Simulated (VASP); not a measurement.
# Ti in VASP: a series of runs, part 2 of 2

VASP 6.6.1. Earlier steps stand in the parts before.

### 3 Electric field gradients, PBEsol (equal xy, yz and zx shear strains of +2 %)

INCAR

```
PREC = Accurate
ENCUT = 520
EDIFF = 1E-8
ISMEAR = -1
SIGMA = 0.08
LREAL = F
LASPH = T
NELM = 60
ALGO = Normal
ISIF = 2
LWAVE = F
LCHARG = F
GGA = PS
LEFG = T
NBANDS = 19
```

KPOINTS

```
Automatic mesh
0
Gamma
  13 13 7
```

POSCAR

```
Ti
1.0
    2.9499978604      0.0294999786      0.0294999786
   -1.4494511993      2.5400230989      0.0107977416
    0.0468600000      0.0468600000      4.6860000000
Ti
2
Direct
    0.3333333333      0.6666666667      0.2500000000
    0.6666666667      0.3333333333      0.7500000000
```

Potentials or basis: VASP PAW PBE potentials, release 64 (Ti_sv).

Started as:

```bash
$ cat potpaw_PBE.64/Ti_sv/POTCAR > POTCAR
$ mpirun -np 1 vasp_std > vasp.out
```

OUTCAR:

```text
PREC = Accurate
   ENCUT = 520
   EDIFF = 1E-8
   ISMEAR = -1
   LREAL = F
   LASPH = T
   NELM = 60
   ISIF = 2
   GGA = PS

 ion  position               nearest neighbor table
   1  0.333  0.667  0.250-   2 2.87   2 2.87   2 2.88   2 2.90
   2  0.667  0.333  0.750-   1 2.87   1 2.87   1 2.88   1 2.90

  LATTYP: Found a triclinic cell.
 ALAT       =     2.9758550089
 B/A-ratio  =     0.9827452114
 C/A-ratio  =     1.5748309519
 COS(alpha) =     0.0074204947
 COS(beta)  =     0.0272158149
 COS(gamma) =     0.5000757388

[... 744 lines left out ...]
  ---------------------------------------------------
  free  energy   TOTEN  =       -16.6580161103 eV

  energy  without entropy=      -16.6081851647  energy(sigma->0) =      -16.63310064

 Electric field gradients (V/A^2)
---------------------------------------------------------------------
 ion       V_xx      V_yy      V_zz      V_xy      V_xz      V_yz
---------------------------------------------------------------------
   1      -8.342    -8.241    16.583    -0.723    -1.414    -1.418
   2      -8.342    -8.241    16.583    -0.723    -1.414    -1.418
---------------------------------------------------------------------

 Electric field gradients after diagonalization (V/A^2)
 (convention: |V_zz| > |V_xx| > |V_yy|)
----------------------------------------------------------------------
 ion       V_xx      V_yy      V_zz     asymmetry (V_yy - V_xx)/ V_zz
----------------------------------------------------------------------
   1      -9.172    -7.566    16.739       0.096
   2      -9.172    -7.566    16.739       0.096
----------------------------------------------------------------------

           NMR quadrupolar parameters

 Cq : quadrupolar parameter    Cq=e*Q*V_zz/h
 eta: asymmetry parameters     (V_yy - V_xx)/ V_zz
 Q  : nuclear electric quadrupole moment in mb (millibarn)
----------------------------------------------------------------------
 ion       Cq(MHz)       eta       Q (mb)
----------------------------------------------------------------------
   1       0.040       0.096       1.000
   2       0.040       0.096       1.000
----------------------------------------------------------------------
```

Wall time 11 min (1 thread of Oxide Virtual Turin-like, shared host); peak memory 0.38 GiB.

Results:

```
Free energy            : -16.6580 eV
Pressure               : -6.0 GPa
Largest force          : 0.050 eV/Å
Band gap on the k mesh : zero (band 12 reaches 8.76 eV, above the bottom of band 13 at 7.71 eV)
```

Forces on the atoms (eV/Å):
```
Ti  -0.049  0.001  0.005
Ti   0.049 -0.001 -0.005
```

Electric field gradients, principal values (V/Å²):
| atom | least | middle | greatest (by size) |
| --- | --- | --- | --- |
| 1 Ti | -7.566 | -9.172 | 16.739 |
| 2 Ti | -7.566 | -9.172 | 16.739 |

Caveat: the cell differs from its parent crystal (equal xy, yz and zx shear strains of +2 %); without QUAD_EFG the Cq values of the log hold for a quadrupole moment of 1 mb, not for the nuclei; the PAW data sets were made with another functional, which shifts forces and pressure a little.

### 4 Electric field gradients, PBEsol (equal xy, yz and zx shear strains of -2 %)

INCAR

```
PREC = Accurate
ENCUT = 520
EDIFF = 1E-8
ISMEAR = -1
SIGMA = 0.08
LREAL = False
LASPH = True
NELM = 80
ALGO = Normal
ISIF = 2
LWAVE = False
LCHARG = False
GGA = PS
LEFG = True
NBANDS = 19
```

KPOINTS is that of step 3.

POSCAR

```
Ti
1.0
    2.9499978604     -0.0294999786     -0.0294999786
   -1.5005466611      2.5695230775     -0.0107977416
   -0.0468600000     -0.0468600000      4.6860000000
Ti
2
Direct
    0.3333333333      0.6666666667      0.2500000000
    0.6666666667      0.3333333333      0.7500000000
```

Potentials or basis: VASP PAW PBE potentials, release 64 (Ti_sv).

Started as:

```bash
$ cat potpaw_PBE.64/Ti_sv/POTCAR > POTCAR
$ mpirun -np 1 vasp_std > vasp.out
```

OUTCAR:

```text
PREC = Accurate
   ENCUT = 520
   EDIFF = 1E-8
   ISMEAR = -1
   LREAL = False
   LASPH = True
   NELM = 80
   ISIF = 2
   GGA = PS

 ion  position               nearest neighbor table
   1  0.333  0.667  0.250-   2 2.85   2 2.87   2 2.90   2 2.92
   2  0.667  0.333  0.750-   1 2.85   1 2.87   1 2.90   1 2.92

  LATTYP: Found a triclinic cell.
 ALAT       =     2.9247649527
 B/A-ratio  =     1.0087281861
 C/A-ratio  =     1.6023402401
 COS(alpha) =     0.0198960208
 COS(beta)  =     0.0274156886
 COS(gamma) =     0.4869832429

  Lattice vectors:

 A1 = (   1.4494511993,   2.5400230989,  -0.0402977202)
 A2 = (   2.9499978604,  -0.0294999786,  -0.0294999786)
 A3 = (   0.0468600000,   0.0468600000,  -4.6860000000)

Analysis of symmetry for initial positions (statically):
=====================================================================
 Subroutine PRICEL returns:
[... 720 lines left out ...]
  energy-cutoff  :      520.00
  volume of cell :       35.31
      direct lattice vectors                 reciprocal lattice vectors
     2.949997860 -0.029499979 -0.029499979     0.341029081  0.199176409  0.005402055
    -1.500546661  2.569523077 -0.010797742     0.003954579  0.391503287  0.003954579
    -0.046860000 -0.046860000  4.686000000     0.002156007  0.002156007  0.213444742

 POSITION                                       TOTAL-FORCE (eV/Angst)
 -----------------------------------------------------------------------------------
     -0.02875      1.69147      1.15447         0.051856      0.001338      0.006587
      1.43134      0.80170      3.49123        -0.051856     -0.001338     -0.006587
 -----------------------------------------------------------------------------------
    total drift:                               -0.000000      0.000000     -0.000000

  FREE ENERGIE OF THE ION-ELECTRON SYSTEM (eV)
  ---------------------------------------------------
  free  energy   TOTEN  =       -16.6575790474 eV

  energy  without entropy=      -16.6078112779  energy(sigma->0) =      -16.63269516

 Electric field gradients (V/A^2)
---------------------------------------------------------------------
 ion       V_xx      V_yy      V_zz      V_xy      V_xz      V_yz
---------------------------------------------------------------------
   1      -8.349    -8.242    16.591     0.595     1.388     1.394
   2      -8.349    -8.242    16.591     0.595     1.388     1.394
---------------------------------------------------------------------

 Electric field gradients after diagonalization (V/A^2)
 (convention: |V_zz| > |V_xx| > |V_yy|)
----------------------------------------------------------------------
 ion       V_xx      V_yy      V_zz     asymmetry (V_yy - V_xx)/ V_zz
----------------------------------------------------------------------
   1      -8.893    -7.856    16.749       0.062
   2      -8.893    -7.856    16.749       0.062
----------------------------------------------------------------------

           NMR quadrupolar parameters

 Cq : quadrupolar parameter    Cq=e*Q*V_zz/h
 eta: asymmetry parameters     (V_yy - V_xx)/ V_zz
 Q  : nuclear electric quadrupole moment in mb (millibarn)
----------------------------------------------------------------------
 ion       Cq(MHz)       eta       Q (mb)
----------------------------------------------------------------------
   1       0.040       0.062       1.000
   2       0.040       0.062       1.000
----------------------------------------------------------------------
```

Wall time 12 min (1 thread of Oxide Virtual Turin-like, shared host); peak memory 0.37 GiB.

What came out:

| Property | Result |
| --- | --- |
| Free energy | -16.6576 eV |
| Pressure | -6.0 GPa |
| Largest force | 0.052 eV/Å |
| Band gap on the k mesh | zero (band 12 reaches 8.76 eV, above the bottom of band 13 at 7.67 eV) |

Forces in eV/Å, atoms in the order of the input:
```
Ti   0.052  0.001  0.007
Ti  -0.052 -0.001 -0.007
```

Levels at points of the mesh, in eV from the Fermi level:
| k point | band 10 | band 11 | band 12 | band 13 | band 14 | band 15 |
| --- | --- | --- | --- | --- | --- | --- |
| (0.00, 0.00, 0.00) | -2.64 | 0.66 | 0.74 | 0.87 | 0.91 | 1.16 |

Electric field gradients, principal values (V/Å²):
| atom | least | middle | greatest (by size) |
| --- | --- | --- | --- |
| 1 Ti | -7.856 | -8.893 | 16.749 |
| 2 Ti | -7.856 | -8.893 | 16.749 |

Caveat: the cell differs from its parent crystal (equal xy, yz and zx shear strains of -2 %); without QUAD_EFG the Cq values of the log hold for a quadrupole moment of 1 mb, not for the nuclei; the PAW data sets were made with another functional, which shifts forces and pressure a little.

### 5 Summary

```tsv
cell	gap on the mesh (eV)	pressure (GPa)	largest force (eV/Å)
a = 2.950, b = 2.950, c = 4.780 Å, angles 90.0, 90.0, 120.0°, 2 atoms	none	-7.9	-
a = 2.950, b = 2.925, c = 4.686 Å, angles 89.6, 88.8, 119.1°, 2 atoms	none	-6.0	0.05
a = 2.950, b = 2.976, c = 4.686 Å, angles 90.4, 91.1, 120.9°, 2 atoms	none	-6.0	0.05
```

Alike in all rows: task electric field gradients; level PBEsol; potentials or basis VASP PAW PBE potentials, release 64 (Ti_sv); no spin polarisation; k mesh 13 × 13 × 7; cutoff (eV) 520; smearing fermi-dirac 0.08 eV.

Caveats: the PAW data sets were made with another functional, which shifts forces and pressure a little.

Total energies depend on the potentials used, so only differences within one code and one set of settings carry meaning.
